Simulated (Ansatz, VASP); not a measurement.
# One calculation of C, two programs

The input INCAR:

```
SYSTEM = C
ALGO = Fast
EDIFF = 1E-6
EDIFFG = -0.01
ENCUT = 600
GGA = PE
IBRION = 2
ISIF = 3
ISMEAR = 0
LASPH = .True.
LCHARG = .False.
LREAL = .False.
LWAVE = .False.
NELM = 100
NSW = 100
PREC = Accurate
SIGMA = 0.1
```

The input KPOINTS:

```
k-points
0
Gamma
  26 26 26
  0 0 0
```

The input POSCAR:

```
C
1.0
   -1.2691872893      1.2691872893      4.3274856642
    1.2691872893     -1.2691872893      4.3274856642
    1.2691872893      1.2691872893     -4.3274856642
C
4
Direct
    0.0861737762      0.0861737762      0.0000000000
    0.8361737762      0.3361737762      0.5000000000
    0.9138262238      0.9138262238      0.0000000000
    0.6638262238      0.1638262238      0.5000000000
```

Input for Ansatz:

```yaml
crystal:
  lattice:
    - [-1.2691872893, 1.2691872893, 4.3274856642]
    - [1.2691872893, -1.2691872893, 4.3274856642]
    - [1.2691872893, 1.2691872893, -4.3274856642]
  atoms:
    - { symbol: C, position: [0.0861737762, 0.0861737762, 0.0] }
    - { symbol: C, position: [0.8361737762, 0.3361737762, 0.5] }
    - { symbol: C, position: [0.9138262238, 0.9138262238, 0.0] }
    - { symbol: C, position: [0.6638262238, 0.1638262238, 0.5] }
basis:
  ecutwfc: 420
kpoints:
  mp_grid: { grid: [26, 26, 26] }
hamiltonian:
  xc: pbe
scf:
  occupations: { method: gaussian, width: 0.1 }
output:
  forces: true
  stress: true
  eigenvalues: true
relax:
  adjacent_minimum: "off"
  f_tol: 0.01
  max_steps: 80
  cell: { stress_tol: 0.05 }
```

Alike in both runs: task relaxation of cell and atoms; functional PBE; k mesh 26 × 26 × 26; occupations gaussian, width 0.1 eV; no spin polarisation.

```csv
,VASP,Ansatz
version,VASP 6.6.1,Ansatz 0.2.0
potentials or method,"VASP PAW PBE potentials, release 64 (C), cutoff 600 eV","scalar-relativistic, plane waves, PAW"
valence electrons in the cell,16,16
```

Ansatz gave:

* gap on the k mesh at the Fermi level, each at its own relaxed structure (eV): none
* relaxed volume (Å³/atom): 6.97
* relaxed length of the cell vector where the two differ most in proportion (Å): 4.684

Question: Which values does VASP return?

Answer: gap on the k mesh at the Fermi level, each at its own relaxed structure (eV): none; relaxed volume (Å³/atom): 6.97; relaxed length of the cell vector where the two differ most in proportion (Å): 4.685.

A gap of «none» marks a metal or a gap that the smearing closes.
